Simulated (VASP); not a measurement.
# MgO (Fm-3m) in VASP: single point with PBE

Aim: the single point of MgO with PBE.

Program: VASP 6.6.1. These are calculated values, not measurements. Logs are shortened: lines on timing, memory, paths and dates and some standing lists are left out, and cuts for length are marked.

## Step 1: The cell of the first run

It takes space group Fm-3m (No. 225, cubic). The conventional cell has a = 4.254 Å, b = 4.254 Å, c = 4.254 Å, α = 90.00°, β = 90.00°, γ = 90.00°. Mg (site symmetry m-3m) has 6 O at 2.13 Å within 2.8 Å. O (site symmetry m-3m) has 6 Mg at 2.13 Å within 2.8 Å.

## Step 2: Single point, PBE

Input file INCAR:

```
SYSTEM = MgO
PREC = Accurate
ENCUT = 600
EDIFF = 1E-6
ISMEAR = 0
SIGMA = 0.02
LREAL = .FALSE.
LASPH = .TRUE.
NELM = 120
ALGO = Normal
ISIF = 2
LWAVE = .FALSE.
LCHARG = .TRUE.
GGA = PE
LELF = .TRUE.
LVHAR = .TRUE.
NBANDS = 11
GGA_COMPAT = .FALSE.
```

Input file KPOINTS:

```
Automatic mesh
0
G
  14 14 14
  0 0 0
```

Input file POSCAR:

```
MgO
1.0
    0.0000000000      2.1268434989      2.1268434989
    2.1268434989      0.0000000000      2.1268434989
    2.1268434989      2.1268434989      0.0000000000
Mg O
1 1
Direct
    0.0000000000      0.0000000000      0.0000000000
    0.5000000000      0.5000000000      0.5000000000
```

Potentials or basis: VASP PAW PBE potentials, release 64 (Mg, O).

Started as:

```console
$ cat potpaw_PBE.64/Mg/POTCAR potpaw_PBE.64/O/POTCAR > POTCAR
$ mpirun -np 1 vasp_std > vasp.out
```

OUTCAR:

```text
SYSTEM = MgO
   PREC = Accurate
   ENCUT = 600
   EDIFF = 1E-6
   ISMEAR = 0
   LREAL = .FALSE.
   LASPH = .TRUE.
   NELM = 120
   ISIF = 2
   GGA = PE

 ion  position               nearest neighbor table
   1  0.000  0.000  0.000-   2 2.13   2 2.13   2 2.13   2 2.13   2 2.13   2 2.13
   2  0.500  0.500  0.500-   1 2.13   1 2.13   1 2.13   1 2.13   1 2.13   1 2.13

  LATTYP: Found a face centered cubic cell.
 ALAT       =     4.2536869978

  Lattice vectors:

 A1 = (   0.0000000000,   2.1268434989,   2.1268434989)
 A2 = (   2.1268434989,   0.0000000000,   2.1268434989)
 A3 = (   2.1268434989,   2.1268434989,   0.0000000000)

Analysis of symmetry for initial positions (statically):
=====================================================================
 Subroutine PRICEL returns:
 Original cell was already a primitive cell.

 Routine SETGRP: Setting up the symmetry group for a
 face centered cubic supercell.

 Subroutine GETGRP returns: Found 48 space group operations
 (whereof 48 operations were pure point group operations)
 out of a pool of 48 trial point group operations.

The static configuration has the point symmetry O_h .

Analysis of symmetry for dynamics (positions and initial velocities):
=====================================================================
 Subroutine PRICEL returns:
 Original cell was already a primitive cell.

 Routine SETGRP: Setting up the symmetry group for a
 face centered cubic supercell.

 Subroutine GETGRP returns: Found 48 space group operations
 (whereof 48 operations were pure point group operations)
 out of a pool of 48 trial point group operations.

The dynamic configuration has the point symmetry O_h .

 Subroutine INISYM returns: Found 48 space group operations
 (whereof 48 operations are pure point group operations),
 and found     1 'primitive' translations

----------------------------------------------------------------------------------------

                                     Primitive cell

  volume of cell :      19.2414

  direct lattice vectors                    reciprocal lattice vectors
     0.000000000  2.126843499  2.126843499    -0.235090170  0.235090170  0.235090170
     2.126843499  0.000000000  2.126843499     0.235090170 -0.235090170  0.235090170
     2.126843499  2.126843499  0.000000000     0.235090170  0.235090170 -0.235090170

  length of vectors
     3.007810921  3.007810921  3.007810921     0.407188119  0.407188119  0.407188119

  position of ions in fractional coordinates (direct lattice)
     0.000000000  0.000000000  0.000000000
     0.500000000  0.500000000  0.500000000

  ion indices of the primitive-cell ions
   primitive index   ion index
                 1           1
                 2           2

----------------------------------------------------------------------------------------

 KPOINTS: Automatic mesh

Automatic generation of k-mesh.
 Grid dimensions read from file:
 generate k-points for:   14   14   14

 Generating k-lattice:

  Cartesian coordinates                     Fractional coordinates (reciprocal lattice)
    -0.016792155  0.016792155  0.016792155     0.071428571  0.000000000  0.000000000
     0.016792155 -0.016792155  0.016792155     0.000000000  0.071428571  0.000000000
     0.016792155  0.016792155 -0.016792155     0.000000000  0.000000000  0.071428571

  Length of vectors
     0.029084866  0.029084866  0.029084866

  Shift w.r.t. Gamma in fractional coordinates (k-lattice)
     0.000000000  0.000000000  0.000000000

 Subroutine IBZKPT returns following result:
 ===========================================

 Found    104 irreducible k-points:

 Following reciprocal coordinates:
            Coordinates               Weight
  0.000000  0.000000  0.000000      1.000000
  0.071429  0.000000  0.000000      8.000000
  0.142857  0.000000  0.000000      8.000000
  0.214286  0.000000  0.000000      8.000000
  0.285714  0.000000  0.000000      8.000000
  0.357143  0.000000  0.000000      8.000000
[... 16 lines left out ...]
  0.214286  0.142857  0.000000     24.000000
  0.285714  0.142857  0.000000     24.000000
 [... further k-points ...]
   k-points           NKPTS =    104   k-points in BZ     NKDIM =    104   number of bands    NBANDS=     11
   number of dos      NEDOS =    301   number of ions     NIONS =      2
   total plane-waves  NPLWV =  13824
   dimension x,y,z NGX =    24 NGY =   24 NGZ =   24
   dimension x,y,z NGXF=    48 NGYF=   48 NGZF=   48
   ions per type =               1   1
   NGX,Y,Z   is equivalent  to a cutoff of  13.27, 13.27, 13.27 a.u.
   NGXF,Y,Z  is equivalent  to a cutoff of  26.53, 26.53, 26.53 a.u.
 SYSTEM =  MgO
   PREC   = accura    normal or accurate (medium, high low for compatibility)
   ISTART =      0    job   : 0-new  1-cont  2-samecut
   ICHARG =      2    charge: 1-file 2-atom 10-const
   ISPIN  =      1    spin polarized calculation?
   LNONCOLLINEAR =      F non collinear calculations
   LSORBIT =      F    spin-orbit coupling
   LASPH  =      T    aspherical Exc in radial PAW
   ENCUT  =  600.0 eV  44.10 Ry    6.64 a.u.   6.01  6.01  6.01*2*pi/ulx,y,z
   NELM   =    120;   NELMIN=  2; NELMDL= -5     # of ELM steps
   EDIFF  = 0.1E-05   stopping-criterion for ELM
   LREAL  =      F    real-space projection
   EDIFFG = 0.1E-04   stopping-criterion for IOM
   NSW    =      0    number of steps for IOM
   IBRION =     -1    ionic relax: 0-MD 1-quasi-New 2-CG
   NFREE  =      0    steps in history (QN), initial steepest desc. (CG)
   ISIF   =      2    stress and relaxation
   ISYM   =      2    0-nonsym 1-usesym 2-fastsym
   POTIM  = 0.5000    time-step for ionic-motion
   TEBEG  =    0.0;   TEEND  =   0.0 temperature during run
   PSTRESS=    0.0 pullay stress
   NELECT =       8.0000    total number of electrons
   NUPDOWN=      -1.0000    fix difference up-down
   EMIN   =  10.00;   EMAX   =-10.00  energy-range for DOS
   EFERMI =   0.00;   METHOD = LEGACY
   ISMEAR =     0;   SIGMA  =   0.02  broadening in eV -4-tet -1-fermi 0-gaus
   EFERMI_NEDOS =   21; number of points for ismear=-14 and -15
   IALGO  =     38    algorithm
   IMIX   =      4    mixing-type and parameters
     AMIX     =   0.40;   BMIX     =  1.00
     AMIX_MAG =   1.60;   BMIX_MAG =  1.00
  volume/ion in A,a.u.               =       9.62        64.92
  Fermi-wavevector in a.u.,A,eV,Ry     =   1.221873  2.309005 20.313129  1.492973
  Thomas-Fermi vector in A             =   2.357040
   LORBIT       =      0    0 simple, 1 ext, 2 COOP (PROOUT), +10 PAW based schemes
   GGA     = PE    functional components
   LHFCALC =     F    Hartree Fock is set to
   AEXX    =    0.0000 exact exchange contribution
   IVDW    =     0    specifies the selected vdW correction
   LEPSILON=     F    determine dielectric tensor
   LRPA    =     F    only Hartree local field effects (RPA)
 non-spin polarized calculation
 Gauss-broadening in eV      SIGMA  =   0.02
  energy-cutoff  :      600.00
  volume of cell :       19.24
 maximum number of plane-waves:       654
   NGX = 13   NGY = 13   NGZ = 13

 number of electron       8.0000004 magnetization

 Free energy of the ion-electron system (eV)
  ---------------------------------------------------
  ext. energy  EPLUGINS =         0.00000000
  ---------------------------------------------------
  free energy    TOTEN  =       -11.91486528 eV

  energy without entropy =      -11.91486528  energy(sigma->0) =      -11.91486528

 E-fermi :   3.1571     XC(G=0): -10.9397

 val. band max:        2.9672118722   @ k =   0.0000   0.0000   0.0000
 cond. band min:       7.4126732105   @ k =   0.0000   0.0000   0.0000
 fundamental gap:      4.4454613383
 Fermi energy:         3.1571080627

 k-point     1 :       0.0000    0.0000    0.0000
  band No.  band energies     occupation
      1     -14.1469      2.00000
      2       2.9672      2.00000
      3       2.9672      2.00000
      4       2.9672      2.00000
      5       7.4127      0.00000
      6      18.6014      0.00000
      7      18.6014      0.00000
      8      18.6014      0.00000
      9      22.4391      0.00000
     10      24.1816      0.00000
     11      24.1816      0.00000

 k-point     2 :       0.0714    0.0000    0.0000
  band No.  band energies     occupation
      1     -14.0952      2.00000
      2       2.6142      2.00000
      3       2.9340      2.00000
      4       2.9340      2.00000
      5       7.7596      0.00000
      6      17.8511      0.00000
      7      18.7226      0.00000
      8      18.7226      0.00000
      9      23.4115      0.00000
     10      23.7078      0.00000
     11      23.7078      0.00000

 k-point     3 :       0.1429    0.0000    0.0000
  band No.  band energies     occupation
      1     -13.9468      2.00000
      2       1.7958      2.00000
      3       2.8420      2.00000
      4       2.8420      2.00000
      5       8.5463      0.00000
      6      16.6387      0.00000
      7      19.0277      0.00000
      8      19.0277      0.00000
      9      23.0102      0.00000
     10      23.0102      0.00000
     11      24.7061      0.00000

 k-point     4 :       0.2143    0.0000    0.0000
  band No.  band energies     occupation
      1     -13.7218      2.00000
      2       0.8363      2.00000
      3       2.7133      2.00000
      4       2.7133      2.00000
      5       9.4092      0.00000
      6      15.6776      0.00000
      7      19.3194      0.00000
      8      19.3194      0.00000
      9      22.6960      0.00000
     10      22.6960      0.00000
     11      24.6927      0.00000

 k-point     5 :       0.2857    0.0000    0.0000
  band No.  band energies     occupation
      1     -13.4553      2.00000
      2      -0.0821      2.00000
      3       2.5757      2.00000
      4       2.5757      2.00000
      5      10.1032      0.00000
      6      15.1467      0.00000
      7      19.3605      0.00000
      8      19.3605      0.00000
      9      23.0265      0.00000
     10      23.0265      0.00000
     11      24.2352      0.00000
[... 211 lines left out ...]
 k-point    21 :      -0.0714    0.0714    0.0000
  band No.  band energies     occupation
      1     -14.0115      2.00000
      2       2.1667      2.00000
      3       2.8056      2.00000
      4       2.9107      2.00000
      5       8.2434      0.00000
      6      17.0610      0.00000
      7      18.8561      0.00000
      8      18.9367      0.00000
      9      22.7457      0.00000
     10      23.7031      0.00000
     11      24.5066      0.00000

 k-point    22 :       0.1429    0.1429    0.0000
  band No.  band energies     occupation
      1     -13.8839      2.00000
      2       1.7146      2.00000
      3       2.6821      2.00000
      4       2.6821      2.00000
      5       8.9142      0.00000
      6      16.0720      0.00000
      7      19.2033      0.00000
      8      19.2033      0.00000
      9      20.9513      0.00000
     10      24.7950      0.00000
     11      26.3187      0.00000

 k-point    23 :       0.2143    0.1429    0.0000
  band No.  band energies     occupation
      1     -13.7208      2.00000
      2       1.1101      2.00000
      3       2.5438      2.00000
      4       2.5452      2.00000
      5       9.6131      0.00000
      6      15.3078      0.00000
      7      19.2737      0.00000
      8      19.4888      0.00000
      9      20.3214      0.00000
     10      24.8275      0.00000
     11      27.0631      0.00000

 k-point    24 :       0.2857    0.1429    0.0000
  band No.  band energies     occupation
      1     -13.4976      2.00000
      2       0.3805      2.00000
      3       2.3577      2.00000
      4       2.4046      2.00000
      5      10.3893      0.00000
      6      14.7398      0.00000
      7      18.6337      0.00000
      8      19.6845      0.00000
      9      20.7597      0.00000
     10      24.8635      0.00000
     11      26.8461      0.00000

 [... further k-points ...]

------------------------ aborting loop because EDIFF is reached ----------------------------------------

  FORCE on cell =-STRESS in cart. coord.  units (eV):
  Direction    XX          YY          ZZ          XY          YZ          ZX
  --------------------------------------------------------------------------------------
  -------------------------------------------------------------------------------------
  Total       -0.1223307     -0.1223307     -0.1223307     -0.0000000     -0.0000000      0.0000000
  in kB      -10.1861346    -10.1861346    -10.1861346     -0.0000000     -0.0000000      0.0000000
  external PRESSURE =     -10.1861346 kB  Pullay stress =       0.0000000 kB

 VOLUME and BASIS-vectors are now :
 -----------------------------------------------------------------------------
  energy-cutoff  :      600.00
  volume of cell :       19.24
      direct lattice vectors                 reciprocal lattice vectors
     0.000000000  2.126843499  2.126843499    -0.235090170  0.235090170  0.235090170
     2.126843499  0.000000000  2.126843499     0.235090170 -0.235090170  0.235090170
     2.126843499  2.126843499  0.000000000     0.235090170  0.235090170 -0.235090170

 POSITION                                       TOTAL-FORCE (eV/Angst)
 -----------------------------------------------------------------------------------
      0.00000      0.00000      0.00000         0.000000      0.000000      0.000000
      2.12684      2.12684      2.12684         0.000000      0.000000      0.000000
 -----------------------------------------------------------------------------------
    total drift:                               -0.000000     -0.000000      0.000000

  FREE ENERGIE OF THE ION-ELECTRON SYSTEM (eV)
  ---------------------------------------------------
  free  energy   TOTEN  =       -11.9148652776 eV

  energy  without entropy=      -11.9148652776  energy(sigma->0) =      -11.91486528
```

Wall time 20 s (1 thread of AMD EPYC 7R43 (Zen 3), shared host); peak memory 0.13 GiB.

What came out:

```yaml
Free_energy: -11.9149 eV
Pressure: -1.0 GPa
Band_gap_on_the_k_mesh: 4.45 eV
```

Levels at points of the mesh, in eV from the valence-band top:
```tsv
k point	band 1	band 2	band 3	band 4	band 5	band 6	band 7	band 8
(0.00, 0.00, 0.00)	-17.11	0.00	0.00	0.00	4.45	15.63	15.63	15.63
(0.50, 0.00, 0.00)	-15.90	-4.49	-0.62	-0.62	7.71	12.27	16.01	16.01
(0.50, 0.50, 0.00)	-15.66	-3.96	-1.31	-1.31	9.08	9.65	12.79	18.53
```

A k mesh can miss the band edges.
